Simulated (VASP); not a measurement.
# SiTeO5 (P4/mmm) in VASP: single point with PBE

Aim: the single point of SiTeO5 with PBE.

All numbers are computed with VASP 6.6.1; they aren't measurements. Logs are shortened: lines on timing, memory, paths and dates and some standing lists are left out, and cuts for length are marked.

### Step 1. The cell of the first run

It takes space group P4/mmm (No. 123, tetragonal). The conventional cell has a = 3.636 Å, b = 3.636 Å, c = 6.396 Å, α = 90.00°, β = 90.00°, γ = 90.00°. Si (site symmetry 4/mmm) has 12 O at 2.57 to 2.61 Å within 3.4 Å. Te (site symmetry 4/mmm) has 8 O at 2.25 Å within 3.0 Å. O (site symmetry 4/mmm) has 4 Si at 2.57 Å and 8 O at 2.61 Å and 2 Te at 3.20 Å within 3.4 Å. O (site symmetry 2mm) has 2 Te at 2.25 Å and 7 O at 2.57 to 2.65 Å and 2 Si at 2.61 Å within 3.0 Å.

### Step 2. Single point, PBE

File INCAR:

```
SYSTEM = SiTeO5
PREC = Accurate ; ENCUT = 520
EDIFF = 1E-6 ; ISMEAR = 0
SIGMA = 0.1 ; LREAL = .FALSE.
LASPH = .TRUE. ; NELM = 100
ALGO = Normal ; ISIF = 2
LWAVE = .FALSE. ; LCHARG = .FALSE.
GGA = PE ; NBANDS = 29
```

File KPOINTS:

```
regular mesh
0
G
  6 6 4
  0 0 0
```

File POSCAR:

```
SiTeO5
1.0
    3.6359411900      0.0000000000      0.0000000000
    0.0000000000      3.6359411900      0.0000000000
    0.0000000000      0.0000000000      6.3955288700
Si Te O
1 1 5
Direct
    0.5000000000      0.5000000000      0.0000000000
    0.0000000000      0.0000000000      0.5000000000
    0.0000000000      0.0000000000      0.0000000000
    0.0000000000      0.5000000000      0.2927630200
    0.5000000000      0.0000000000      0.2927630200
    0.0000000000      0.5000000000      0.7072369800
    0.5000000000      0.0000000000      0.7072369800
```

Potentials or basis: VASP PAW PBE potentials, release 64 (Si, Te, O).

Command:

```
cat potpaw_PBE.64/Si/POTCAR potpaw_PBE.64/Te/POTCAR potpaw_PBE.64/O/POTCAR > POTCAR
mpirun -np 1 vasp_std > vasp.out
```

OUTCAR:

```text
SYSTEM = SiTeO5
   PREC = Accurate
   ENCUT = 520
   EDIFF = 1E-6
   ISMEAR = 0
   LREAL = .FALSE.
   LASPH = .TRUE.
   NELM = 100
   ISIF = 2
   GGA = PE

 ion  position               nearest neighbor table
   1  0.500  0.500  0.000-
   2  0.000  0.000  0.500-   4 2.25   5 2.25   6 2.25   7 2.25   4 2.25   6 2.25   5 2.25   7 2.25

   3  0.000  0.000  0.000-
   4  0.000  0.500  0.293-   2 2.25   2 2.25
   5  0.500  0.000  0.293-   2 2.25   2 2.25
   6  0.000  0.500  0.707-   2 2.25   2 2.25
   7  0.500  0.000  0.707-   2 2.25   2 2.25

  LATTYP: Found a simple tetragonal cell.
 ALAT       =     3.6359411900
 C/A-ratio  =     1.7589747842

  Lattice vectors:

 A1 = (   3.6359411900,   0.0000000000,   0.0000000000)
 A2 = (   0.0000000000,   3.6359411900,   0.0000000000)
 A3 = (   0.0000000000,   0.0000000000,   6.3955288700)

Analysis of symmetry for initial positions (statically):
=====================================================================
 Subroutine PRICEL returns:
 Original cell was already a primitive cell.

 Routine SETGRP: Setting up the symmetry group for a
 simple tetragonal supercell.

 Subroutine GETGRP returns: Found 16 space group operations
 (whereof 16 operations were pure point group operations)
 out of a pool of 16 trial point group operations.

The static configuration has the point symmetry D_4h.

Analysis of symmetry for dynamics (positions and initial velocities):
=====================================================================
 Subroutine PRICEL returns:
 Original cell was already a primitive cell.

 Routine SETGRP: Setting up the symmetry group for a
 simple tetragonal supercell.

 Subroutine GETGRP returns: Found 16 space group operations
 (whereof 16 operations were pure point group operations)
 out of a pool of 16 trial point group operations.

The dynamic configuration has the point symmetry D_4h.

 Subroutine INISYM returns: Found 16 space group operations
 (whereof 16 operations are pure point group operations),
 and found     1 'primitive' translations

----------------------------------------------------------------------------------------

                                     Primitive cell

  volume of cell :      84.5493

  direct lattice vectors                    reciprocal lattice vectors
     3.635941190  0.000000000  0.000000000     0.275031951  0.000000000  0.000000000
     0.000000000  3.635941190  0.000000000     0.000000000  0.275031951  0.000000000
     0.000000000  0.000000000  6.395528870     0.000000000  0.000000000  0.156359235

  length of vectors
     3.635941190  3.635941190  6.395528870     0.275031951  0.275031951  0.156359235

  position of ions in fractional coordinates (direct lattice)
     0.500000000  0.500000000  0.000000000
     0.000000000  0.000000000  0.500000000
     0.000000000  0.000000000  0.000000000
     0.000000000  0.500000000  0.292763020
     0.500000000  0.000000000  0.292763020
     0.000000000  0.500000000  0.707236980
     0.500000000  0.000000000  0.707236980

  ion indices of the primitive-cell ions
   primitive index   ion index
                 1           1
                 2           2
                 3           3
                 4           4
                 5           5
                 6           6
                 7           7

----------------------------------------------------------------------------------------

 KPOINTS: regular mesh

Automatic generation of k-mesh.
 Grid dimensions read from file:
 generate k-points for:    6    6    4

 Generating k-lattice:

  Cartesian coordinates                     Fractional coordinates (reciprocal lattice)
     0.045838659  0.000000000  0.000000000     0.166666667  0.000000000  0.000000000
     0.000000000  0.045838659  0.000000000     0.000000000  0.166666667  0.000000000
     0.000000000  0.000000000  0.039089809     0.000000000  0.000000000  0.250000000

  Length of vectors
     0.045838659  0.045838659  0.039089809

  Shift w.r.t. Gamma in fractional coordinates (k-lattice)
     0.000000000  0.000000000  0.000000000

 Subroutine IBZKPT returns following result:
 ===========================================

 Found     30 irreducible k-points:

 Following reciprocal coordinates:
            Coordinates               Weight
  0.000000  0.000000  0.000000      1.000000
  0.166667  0.000000  0.000000      4.000000
  0.333333  0.000000  0.000000      4.000000
  0.500000  0.000000  0.000000      2.000000
  0.166667  0.166667  0.000000      4.000000
  0.333333  0.166667  0.000000      8.000000
[... 16 lines left out ...]
  0.333333  0.000000  0.500000      4.000000
  0.500000  0.000000  0.500000      2.000000
 [... further k-points ...]
   k-points           NKPTS =     30   k-points in BZ     NKDIM =     30   number of bands    NBANDS=     29
   number of dos      NEDOS =    301   number of ions     NIONS =      7
   total plane-waves  NPLWV =  37632
   dimension x,y,z NGX =    28 NGY =   28 NGZ =   48
   dimension x,y,z NGXF=    56 NGYF=   56 NGZF=   96
   ions per type =               1   1   5
   NGX,Y,Z   is equivalent  to a cutoff of  12.80, 12.80, 12.48 a.u.
   NGXF,Y,Z  is equivalent  to a cutoff of  25.60, 25.60, 24.95 a.u.
 SYSTEM =  SiTeO5
   PREC   = accura    normal or accurate (medium, high low for compatibility)
   ISTART =      0    job   : 0-new  1-cont  2-samecut
   ICHARG =      2    charge: 1-file 2-atom 10-const
   ISPIN  =      1    spin polarized calculation?
   LNONCOLLINEAR =      F non collinear calculations
   LSORBIT =      F    spin-orbit coupling
   LASPH  =      T    aspherical Exc in radial PAW
   ENCUT  =  520.0 eV  38.22 Ry    6.18 a.u.   6.76  6.76 11.89*2*pi/ulx,y,z
   NELM   =    100;   NELMIN=  2; NELMDL= -5     # of ELM steps
   EDIFF  = 0.1E-05   stopping-criterion for ELM
   LREAL  =      F    real-space projection
   EDIFFG = 0.1E-04   stopping-criterion for IOM
   NSW    =      0    number of steps for IOM
   IBRION =     -1    ionic relax: 0-MD 1-quasi-New 2-CG
   NFREE  =      0    steps in history (QN), initial steepest desc. (CG)
   ISIF   =      2    stress and relaxation
   ISYM   =      2    0-nonsym 1-usesym 2-fastsym
   POTIM  = 0.5000    time-step for ionic-motion
   TEBEG  =    0.0;   TEEND  =   0.0 temperature during run
   PSTRESS=    0.0 pullay stress
   NELECT =      40.0000    total number of electrons
   NUPDOWN=      -1.0000    fix difference up-down
   EMIN   =  10.00;   EMAX   =-10.00  energy-range for DOS
   EFERMI =   0.00;   METHOD = LEGACY
   ISMEAR =     0;   SIGMA  =   0.10  broadening in eV -4-tet -1-fermi 0-gaus
   EFERMI_NEDOS =   21; number of points for ismear=-14 and -15
   IALGO  =     38    algorithm
   IMIX   =      4    mixing-type and parameters
     AMIX     =   0.40;   BMIX     =  1.00
     AMIX_MAG =   1.60;   BMIX_MAG =  1.00
  volume/ion in A,a.u.               =      12.08        81.51
  Fermi-wavevector in a.u.,A,eV,Ry     =   1.275630  2.410591 22.139839  1.627232
  Thomas-Fermi vector in A             =   2.408332
   LORBIT       =      0    0 simple, 1 ext, 2 COOP (PROOUT), +10 PAW based schemes
   GGA     = PE    functional components
   LHFCALC =     F    Hartree Fock is set to
   AEXX    =    0.0000 exact exchange contribution
   IVDW    =     0    specifies the selected vdW correction
   LEPSILON=     F    determine dielectric tensor
   LRPA    =     F    only Hartree local field effects (RPA)
 non-spin polarized calculation
 Gauss-broadening in eV      SIGMA  =   0.10
  energy-cutoff  :      520.00
  volume of cell :       84.55
 maximum number of plane-waves:      2311
 NGX is ok and might be reduce to    28
   NGX = 13   NGY = 13   NGZ = 23

 number of electron      40.0000002 magnetization

 Free energy of the ion-electron system (eV)
  ---------------------------------------------------
  ext. energy  EPLUGINS =         0.00000000
  ---------------------------------------------------
  free energy    TOTEN  =       -32.35498509 eV

  energy without entropy =      -32.32312028  energy(sigma->0) =      -32.33905268

 E-fermi :   4.6472     XC(G=0): -10.8146

 val. band max:        4.6402269385   @ k =   0.3333   0.1667   0.0000
 cond. band min:       4.6580163613   @ k =   0.5000   0.0000   0.2500
 fundamental gap:      0.0177894228
 Fermi energy:         4.6472467650

 k-point     1 :       0.0000    0.0000    0.0000
  band No.  band energies     occupation
      1     -14.7184      2.00000
      2     -13.1938      2.00000
      3     -11.6307      2.00000
      4     -11.4351      2.00000
      5     -11.2363      2.00000
      6      -4.8433      2.00000
[... 21 lines left out ...]
     28      10.9648      0.00000
     29      13.2821      0.00000

 k-point     2 :       0.1667    0.0000    0.0000
  band No.  band energies     occupation
      1     -14.5370      2.00000
      2     -13.0586      2.00000
      3     -11.8258      2.00000
      4     -11.3949      2.00000
      5     -11.3510      2.00000
      6      -5.0683      2.00000
[... 21 lines left out ...]
     28      10.6051      0.00000
     29      13.7059      0.00000

 k-point     3 :       0.3333    0.0000    0.0000
  band No.  band energies     occupation
      1     -14.0338      2.00000
      2     -12.6910      2.00000
      3     -12.3765      2.00000
      4     -11.6803      2.00000
      5     -11.3106      2.00000
      6      -5.3662      2.00000
[... 21 lines left out ...]
     28      10.0428      0.00000
     29      14.8378      0.00000

 k-point     4 :       0.5000    0.0000    0.0000
  band No.  band energies     occupation
      1     -13.5161      2.00000
      2     -12.9270      2.00000
      3     -12.2817      2.00000
      4     -12.0720      2.00000
      5     -11.2675      2.00000
      6      -5.4497      2.00000
[... 597 lines left out ...]
     28      10.2584      0.00000
     29      14.5303      0.00000

 k-point    23 :       0.3333    0.0000    0.5000
  band No.  band energies     occupation
      1     -13.9208      2.00000
      2     -12.9519      2.00000
      3     -12.3347      2.00000
      4     -11.7524      2.00000
      5     -11.1315      2.00000
      6      -5.2632      2.00000
[... 21 lines left out ...]
     28       9.8034      0.00000
     29      15.2280      0.00000

 k-point    24 :       0.5000    0.0000    0.5000
  band No.  band energies     occupation
      1     -13.4004      2.00000
      2     -12.8801      2.00000
      3     -12.5552      2.00000
      4     -12.1376      2.00000
      5     -11.1036      2.00000
      6      -5.4163      2.00000
[... 21 lines left out ...]
     28      10.3134      0.00000
     29      16.5448      0.00000

 [... further k-points ...]
[... 5 lines left out ...]
  --------------------------------------------------------------------------------------
  -------------------------------------------------------------------------------------
  Total      -10.3811428    -10.3811428    -11.7510193      0.0000000     -0.0000000     -0.0000000
  in kB     -196.7186717   -196.7186717   -222.6773055      0.0000000     -0.0000000     -0.0000000
  external PRESSURE =    -205.3715496 kB  Pullay stress =       0.0000000 kB

 VOLUME and BASIS-vectors are now :
 -----------------------------------------------------------------------------
  energy-cutoff  :      520.00
  volume of cell :       84.55
      direct lattice vectors                 reciprocal lattice vectors
     3.635941190  0.000000000  0.000000000     0.275031951  0.000000000  0.000000000
     0.000000000  3.635941190  0.000000000     0.000000000  0.275031951  0.000000000
     0.000000000  0.000000000  6.395528870     0.000000000  0.000000000  0.156359235

 POSITION                                       TOTAL-FORCE (eV/Angst)
 -----------------------------------------------------------------------------------
      1.81797      1.81797      0.00000         0.000000      0.000000      0.000000
      0.00000      0.00000      3.19776         0.000000      0.000000      0.000000
      0.00000      0.00000      0.00000         0.000000      0.000000      0.000000
      0.00000      1.81797      1.87237         0.000000     -0.000000      0.957922
      1.81797      0.00000      1.87237         0.000000      0.000000      0.957922
      0.00000      1.81797      4.52315        -0.000000      0.000000     -0.957922
      1.81797      0.00000      4.52315        -0.000000      0.000000     -0.957922
 -----------------------------------------------------------------------------------
    total drift:                                0.000000      0.000000      0.000000

  FREE ENERGIE OF THE ION-ELECTRON SYSTEM (eV)
  ---------------------------------------------------
  free  energy   TOTEN  =       -32.3549850891 eV

  energy  without entropy=      -32.3231202807  energy(sigma->0) =      -32.33905268
```

Run time: 2.1 min. Hardware: 1 thread of Intel Xeon 8259CL, shared host; peak memory 0.22 GiB.

What came out:

```yaml
Free_energy: -32.3550 eV
Pressure: -20.5 GPa
Largest_force: 0.958 eV/Å
Band_gap_on_the_k_mesh: zero (band 20 reaches 4.92 eV, above the bottom of band 21 at 4.23 eV)
```

Forces in eV/Å, atoms in the order of the input:
```
Si   0.000  0.000  0.000
Te   0.000  0.000  0.000
O    0.000  0.000  0.000
O    0.000  0.000  0.958
O    0.000  0.000  0.958
O    0.000  0.000 -0.958
O    0.000  0.000 -0.958
```

Levels at points of the mesh, in eV from the Fermi level:
```csv
k point,band 16,band 17,band 18,band 19,band 20,band 21,band 22,band 23,band 24,band 25
"(0.00, 0.00, 0.00)",-0.90,-0.78,-0.78,-0.72,-0.34,-0.34,-0.04,3.34,4.56,4.71
"(0.50, 0.00, 0.00)",-1.51,-1.41,-1.34,-1.28,0.19,0.65,0.80,3.55,4.53,5.09
"(0.50, 0.50, 0.00)",-1.50,-0.71,-0.60,-0.53,0.16,0.25,0.44,4.41,4.41,5.05
"(0.00, 0.00, 0.50)",-1.24,-0.76,-0.76,-0.67,-0.42,-0.42,0.54,2.81,3.99,4.77
"(0.50, 0.00, 0.50)",-1.86,-1.72,-0.90,-0.22,-0.17,0.78,1.06,3.90,4.65,4.80
"(0.50, 0.50, 0.50)",-0.70,-0.61,-0.14,-0.14,0.27,0.42,1.22,4.38,4.78,4.78
```

Caveat: spin-orbit coupling is left out, which moves the levels of the heavy elements.
